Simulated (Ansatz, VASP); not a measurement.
## Ag in VASP and in Ansatz

```xyz
4
Lattice="2.8862 0.0000 0.0000 -1.4431 2.4995 0.0000 0.0000 0.0000 9.7000" Properties=species:S:1:pos:R:3 pbc="T T T"
Ag    0.0000    1.6663    2.4250
Ag    1.4431    0.8332    7.2750
Ag    0.0000    0.0000    0.0000
Ag    0.0000    0.0000    4.8500
```

Change from the starting cell: zz strain of -3 %, crystal datasets.

Alike in both runs: task electric field gradients; functional PBE; k mesh 14 × 14 × 4; occupations fermi-dirac, width 0.08 eV; no spin polarisation.

|  | VASP | Ansatz |
| --- | --- | --- |
| version | VASP 6.6.1 | Ansatz 0.2.0 |
| potentials or method | VASP PAW PBE potentials, release 64 (Ag), cutoff 520 eV | all-electron PAW with datasets made for the crystal, scalar-relativistic |

```csv
,VASP,Ansatz,Ansatz less VASP
pressure (GPa),2.0,2.1,+0.12
"traceless stress, the component that is largest in VASP (GPa)",-2.01,-2.02,-0.009
size of Vzz on the site where it differs most (V/Å²),6.3,3.7,-2.56
```

Ansatz ran all-electron here, and VASP with PAW potentials.
